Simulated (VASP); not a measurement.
Set up this calculation in VASP 6.6.1, as the native input.

- Task: relaxation of cell and atoms
- Functional: PBE
- Potentials or basis: VASP PAW PBE potentials, release 64 (Si)
- Cutoff: 600 eV
- k mesh: 8 × 8 × 8
- Occupations: gaussian, width 0.02 eV
- Spin: no spin polarisation
- Dipole correction: no
- Further INCAR settings: ALGO = Normal; EDIFF = 1e-07; IBRION = 2; EDIFFG = -0.002; NSW = 100; ISIF = 3

The structure of Si lies in POSCAR:

```
Si
1.0
    0.0000000000      2.7185000000      2.7185000000
    2.7185000000      0.0000000000      2.7185000000
    2.7185000000      2.7185000000      0.0000000000
Si
2
Direct
    0.5000000000      0.5000000000      0.5000000000
    0.7500000000      0.7500000000      0.7500000000
```

The input as run:

INCAR

```
SYSTEM = Si
PREC     = Accurate       ! precision mode
ENCUT    = 600            ! plane-wave cutoff, eV
EDIFF    = 1E-7           ! SCF threshold, eV
ISMEAR   = 0              ! smearing method
SIGMA    = 0.02           ! smearing width, eV
LREAL    = .False.        ! projectors in reciprocal space
LASPH    = .True.         ! aspherical terms in the spheres
NELM     = 60             ! most SCF steps
ALGO     = Normal         ! electronic algorithm
ISIF     = 3              ! what is computed and relaxed
LWAVE    = .False.        ! write WAVECAR
LCHARG   = .False.        ! write CHGCAR
GGA      = PE             ! functional
IBRION   = 2              ! ionic algorithm
NSW      = 100            ! ionic steps
EDIFFG   = -0.002         ! ionic threshold
```

KPOINTS

```
Automatic mesh
0
Gamma
  8 8 8
  0 0 0
```

Potentials or basis: VASP PAW PBE potentials, release 64 (Si).

The run is started by

```sh
$ cat potpaw_PBE.64/Si/POTCAR > POTCAR
$ mpirun -np 1 vasp_std > vasp.out
```

It gave:

```
Relaxed volume                         : 20.44 Å³/atom
Relaxed cell                           : a = 3.867 Å, b = 3.867 Å, c = 3.867 Å, α = 60.00°, β = 60.00°, γ = 60.00°
Space group after relaxing (to 0.05 Å) : Fd-3m (No. 227)
Energy gained by relaxing              : 1.8 meV/atom
Ionic steps                            : 3
Pressure after relaxing                : 0.0 GPa
Band gap on the k mesh                 : 0.65 eV, indirect (least direct gap 2.56 eV)
```

Run time: 36 s on 1 thread of Intel Xeon 8259CL, with other jobs on the host, peak memory 0.17 GiB.
